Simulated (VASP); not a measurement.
Set up this calculation in VASP 6.6.1, as the native input.

| Property | Result |
| --- | --- |
| Task | single point |
| Functional | PBE |
| Potentials or basis | VASP PAW PBE potentials, release 64 (Ti_sv, Cl, F) |
| Cutoff | 520 eV |
| k mesh | 6 × 6 × 4 |
| Occupations | gaussian, width 0.1 eV |
| Spin | collinear spin |
| Starting moments | [1.0, 0.0, 0.0] μB |
| Dipole correction | no |
| Further INCAR settings | ALGO = Normal; EDIFF = 1e-06; NBANDS = 24 |

The structure of TiClF lies in POSCAR:

```
TiClF
1.0
    1.9803248166     -3.4356931835      0.0000000000
    1.9803248166      3.4356931835      0.0000000000
    0.0000000000      0.0000000000      4.7878246443
Ti Cl F
1 1 1
Direct
    0.5000000000      0.5000000000      0.0000000000
    0.5000000000      0.5000000000      0.5000000000
    0.0000000000      0.0000000000      0.0000000000
```

The cell was built from a structure type or drawn by symmetry, and may not be a known phase.

These files were run (other wordings do the same):

INCAR

```
ALGO = Normal
EDIFF = 1E-6
ENCUT = 520
GGA = PE
ISIF = 2
ISMEAR = 0
ISPIN = 2
LASPH = True
LCHARG = True
LELF = True
LMAXMIX = 4
LORBIT = 11
LREAL = False
LVHAR = True
LWAVE = False
MAGMOM = 1 0 0
NBANDS = 24
NELM = 150
PREC = Accurate
SIGMA = 0.1
```

KPOINTS

```
k-points
0
Gamma
  6 6 4
```

Potentials or basis: VASP PAW PBE potentials, release 64 (Ti_sv, Cl, F).

Command:

```sh
$ cat potpaw_PBE.64/Ti_sv/POTCAR potpaw_PBE.64/Cl/POTCAR potpaw_PBE.64/F/POTCAR > POTCAR
$ mpirun -np 1 vasp_std > vasp.out
```

It gave:

| Item | Value |
| --- | --- |
| Pressure | 0.2 GPa |
| Band gap on the k mesh | zero (filled and empty bands overlap) |
| Net moment | 1.98 μB per cell |
| Site moments | Ti +1.50; Cl -0.03; F -0.00 μB |
| Valence electrons inside the program's atomic spheres | Ti 10.16; Cl 5.16; F 6.11 |

Caveat: semilocal functionals often make such compounds metallic where correlation or magnetic order opens a gap, which also shifts bond lengths.

Wall time 2.5 min on 1 thread of Intel Xeon 8259CL, on a shared host, peak memory 0.26 GiB.
